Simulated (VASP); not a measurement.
# CsCl (Pm-3m) in VASP: settings compared, part 2 of 2

VASP 6.6.1.

**3. Single point, LDA**

Input file INCAR:

```
PREC     = Accurate       # precision mode
ENCUT    = 500            # plane-wave cutoff, eV
EDIFF    = 1E-6           # SCF threshold, eV
ISMEAR   = 0              # smearing method
SIGMA    = 0.01           # smearing width, eV
LREAL    = False          # projectors in reciprocal space
LASPH    = True           # aspherical terms in the spheres
NELM     = 120            # most SCF steps
ALGO     = Normal         # electronic algorithm
ISIF     = 2              # what is computed and relaxed
LWAVE    = False          # write WAVECAR
LCHARG   = False          # write CHGCAR
NBANDS   = 15             # bands
GGA_COMPAT= False
```

Input file KPOINTS:

```
regular mesh
0
Gamma
  6 6 6
```

Input file POSCAR:

```
CsCl
1.0
    4.1406758997      0.0000000000      0.0000000000
    0.0000000000      4.1406758997      0.0000000000
    0.0000000000      0.0000000000      4.1406758997
Cs Cl
1 1
Direct
    0.0000000000      0.0000000000      0.0000000000
    0.5000000000      0.5000000000      0.5000000000
```

Potentials or basis: VASP PAW LDA potentials, release 64 (Cs_sv, Cl).

The run is started by

```bash
> cat potpaw_LDA.64/Cs_sv/POTCAR potpaw_LDA.64/Cl/POTCAR > POTCAR
> mpirun -np 1 vasp_std > vasp.out
```

OUTCAR:

```text
PREC = Accurate
   ENCUT = 500
   EDIFF = 1E-6
   ISMEAR = 0
   LREAL = False
   LASPH = True
   NELM = 120
   ISIF = 2

 ion  position               nearest neighbor table
   1  0.000  0.000  0.000-
   2  0.500  0.500  0.500-

  LATTYP: Found a simple cubic cell.
 ALAT       =     4.1406758997

  Lattice vectors:

 A1 = (   4.1406758997,   0.0000000000,   0.0000000000)
 A2 = (   0.0000000000,   4.1406758997,   0.0000000000)
 A3 = (   0.0000000000,   0.0000000000,   4.1406758997)

Analysis of symmetry for initial positions (statically):
=====================================================================
 Subroutine PRICEL returns:
 Original cell was already a primitive cell.

 Routine SETGRP: Setting up the symmetry group for a
 simple cubic supercell.

 Subroutine GETGRP returns: Found 48 space group operations
 (whereof 48 operations were pure point group operations)
 out of a pool of 48 trial point group operations.

The static configuration has the point symmetry O_h .

Analysis of symmetry for dynamics (positions and initial velocities):
=====================================================================
 Subroutine PRICEL returns:
 Original cell was already a primitive cell.

 Routine SETGRP: Setting up the symmetry group for a
 simple cubic supercell.

 Subroutine GETGRP returns: Found 48 space group operations
 (whereof 48 operations were pure point group operations)
 out of a pool of 48 trial point group operations.

The dynamic configuration has the point symmetry O_h .

 Subroutine INISYM returns: Found 48 space group operations
 (whereof 48 operations are pure point group operations),
 and found     1 'primitive' translations

----------------------------------------------------------------------------------------

                                     Primitive cell

  volume of cell :      70.9927

  direct lattice vectors                    reciprocal lattice vectors
     4.140675900  0.000000000  0.000000000     0.241506465  0.000000000  0.000000000
     0.000000000  4.140675900  0.000000000     0.000000000  0.241506465  0.000000000
[... 111 lines left out ...]
 non-spin polarized calculation
 Gauss-broadening in eV      SIGMA  =   0.01
  energy-cutoff  :      500.00
  volume of cell :       70.99
 maximum number of plane-waves:      1856
   NGX = 15   NGY = 15   NGZ = 15

 number of electron      16.0000000 magnetization

 Free energy of the ion-electron system (eV)
  ---------------------------------------------------
  ext. energy  EPLUGINS =         0.00000000
  ---------------------------------------------------
  free energy    TOTEN  =        -7.24719153 eV

  energy without entropy =       -7.24719153  energy(sigma->0) =       -7.24719153

 E-fermi :  -0.4223     XC(G=0):  -8.5675

 val. band max:       -0.5465202082   @ k =   0.0000   0.0000   0.0000
 cond. band min:       4.2469494015   @ k =   0.0000   0.0000   0.0000
 fundamental gap:      4.7934696096
 Fermi energy:        -0.4223386404

 k-point     1 :       0.0000    0.0000    0.0000
  band No.  band energies     occupation
      1     -19.8956      2.00000
      2     -12.6128      2.00000
      3      -6.3857      2.00000
      4      -6.3857      2.00000
      5      -6.3857      2.00000
      6      -0.5465      2.00000
      7      -0.5465      2.00000
      8      -0.5465      2.00000
      9       4.2469      0.00000
     10       4.5862      0.00000
     11       4.5862      0.00000
     12       9.3376      0.00000
     13       9.3376      0.00000
     14       9.3376      0.00000
[... 329 lines left out ...]
      2     -12.4405      2.00000
      3      -6.9291      2.00000
      4      -6.9291      2.00000
      5      -6.9291      2.00000
      6      -1.6740      2.00000
      7      -1.6740      2.00000
      8      -1.6740      2.00000
      9       7.7123      0.00000
     10       7.7123      0.00000
     11       7.7123      0.00000
     12       9.5905      0.00000
     13       9.5905      0.00000
     14       9.5905      0.00000
     15      11.8304      0.00000

------------------------ aborting loop because EDIFF is reached ----------------------------------------

  FORCE on cell =-STRESS in cart. coord.  units (eV):
  Direction    XX          YY          ZZ          XY          YZ          ZX
  --------------------------------------------------------------------------------------
  -------------------------------------------------------------------------------------
  Total       -0.9882624     -0.9882624     -0.9882624     -0.0000000     -0.0000000      0.0000000
  in kB      -22.3033009    -22.3033009    -22.3033009     -0.0000000     -0.0000000      0.0000000
  external PRESSURE =     -22.3033009 kB  Pullay stress =       0.0000000 kB

 VOLUME and BASIS-vectors are now :
 -----------------------------------------------------------------------------
  energy-cutoff  :      500.00
  volume of cell :       70.99
      direct lattice vectors                 reciprocal lattice vectors
     4.140675900  0.000000000  0.000000000     0.241506465  0.000000000  0.000000000
     0.000000000  4.140675900  0.000000000     0.000000000  0.241506465  0.000000000
     0.000000000  0.000000000  4.140675900     0.000000000  0.000000000  0.241506465

 POSITION                                       TOTAL-FORCE (eV/Angst)
 -----------------------------------------------------------------------------------
      0.00000      0.00000      0.00000         0.000000      0.000000      0.000000
      2.07034      2.07034      2.07034         0.000000      0.000000      0.000000
 -----------------------------------------------------------------------------------
    total drift:                                0.000000      0.000000      0.000000

  FREE ENERGIE OF THE ION-ELECTRON SYSTEM (eV)
  ---------------------------------------------------
  free  energy   TOTEN  =        -7.2471915331 eV

  energy  without entropy=       -7.2471915331  energy(sigma->0) =       -7.24719153
```

Wall time 7.8 s (1 thread of AMD EPYC 9R45 (Zen 5), shared host); peak memory 0.12 GiB.

Results:

```
Free energy            : -7.2472 eV
Pressure               : -2.2 GPa
Band gap on the k mesh : 4.79 eV, direct
```

Levels at points of the mesh, in eV from the valence-band top:
```tsv
k point	band 5	band 6	band 7	band 8	band 9	band 10	band 11	band 12
(0.00, 0.00, 0.00)	-5.84	0.00	0.00	0.00	4.79	5.13	5.13	9.88
(0.50, 0.00, 0.00)	-5.69	-1.22	-0.24	-0.24	6.16	7.28	8.46	8.96
(0.50, 0.50, 0.00)	-5.61	-0.44	-0.44	-0.05	5.63	5.74	7.78	7.78
(0.50, 0.50, 0.50)	-6.38	-1.13	-1.13	-1.13	8.26	8.26	8.26	10.14
```

Caveat: spin-orbit coupling is left out, which moves the levels of the heavy elements.

**4. Single point, r2SCAN**

POSCAR is that of step 3.

Input file INCAR.step1:

```
ALGO = Normal
EDIFF = 1E-5
ENCUT = 550
GGA = PE
GGA_COMPAT = False
ISMEAR = 0
LASPH = True
LCHARG = False
LREAL = False
LWAVE = True
NBANDS = 15
NELM = 120
PREC = Accurate
SIGMA = 0.01
```

Input file INCAR.step2:

```
ALGO = Normal
EDIFF = 1E-6
ENCUT = 550
GGA_COMPAT = False
ISIF = 2
ISMEAR = 0
ISTART = 1
LASPH = True
LCHARG = False
LMIXTAU = True
LREAL = False
LWAVE = False
METAGGA = R2SCAN
NBANDS = 15
NELM = 120
PREC = Accurate
SIGMA = 0.01
```

Input file KPOINTS:

```
k-points
0
Gamma
  6 6 6
```

Potentials or basis: VASP PAW PBE potentials, release 64 (Cs_sv, Cl).

The run is started by

```bash
> cat potpaw_PBE.64/Cs_sv/POTCAR potpaw_PBE.64/Cl/POTCAR > POTCAR
> cp INCAR.step1 INCAR
> mpirun -np 1 vasp_std > vasp.out
> cp INCAR.step2 INCAR
> mpirun -np 1 vasp_std > vasp.out
```

It took 40 s on 1 thread of AMD EPYC 9R45 (Zen 5), shared host; peak memory 0.16 GiB.

The run converged. Its results:

```yaml
Free_energy: -35.5252 eV
Pressure: 0.0 GPa
Band_gap_on_the_k_mesh: 5.91 eV, direct
```

Levels at points of the mesh, in eV from the valence-band top:
```csv
k point,band 6,band 7,band 8,band 9,band 10,band 11
"(0.00, 0.00, 0.00)",0.00,0.00,0.00,5.91,5.91,5.99
"(0.50, 0.00, 0.00)",-1.12,-0.23,-0.23,6.94,8.24,9.57
"(0.50, 0.50, 0.00)",-0.43,-0.43,-0.05,6.55,6.64,8.62
"(0.50, 0.50, 0.50)",-1.07,-1.07,-1.07,9.12,9.12,9.12
```

Caveat: the PAW data sets were made with another functional, which shifts forces and pressure a little; spin-orbit coupling is left out, which moves the levels of the heavy elements.

**5. The runs side by side**

```tsv
level	potentials or basis	cutoff (eV)	gap on the mesh (eV)	pressure (GPa)
PBE	VASP PAW PBE potentials, release 64 (Cs_sv, Cl)	500	5.20	0.8
LDA	VASP PAW LDA potentials, release 64 (Cs_sv, Cl)	500	4.79	-2.2
r2SCAN	VASP PAW PBE potentials, release 64 (Cs_sv, Cl)	550	5.91	0.0
```

Alike in all rows: task single point; no spin polarisation; cell as given; k mesh 6 × 6 × 6; smearing gaussian 0.01 eV.

Caveats: spin-orbit coupling is left out, which moves the levels of the heavy elements; the PAW data sets were made with another functional, which shifts forces and pressure a little (some runs).

Total energies depend on the potentials used, so only differences within one code and one set of settings carry meaning.
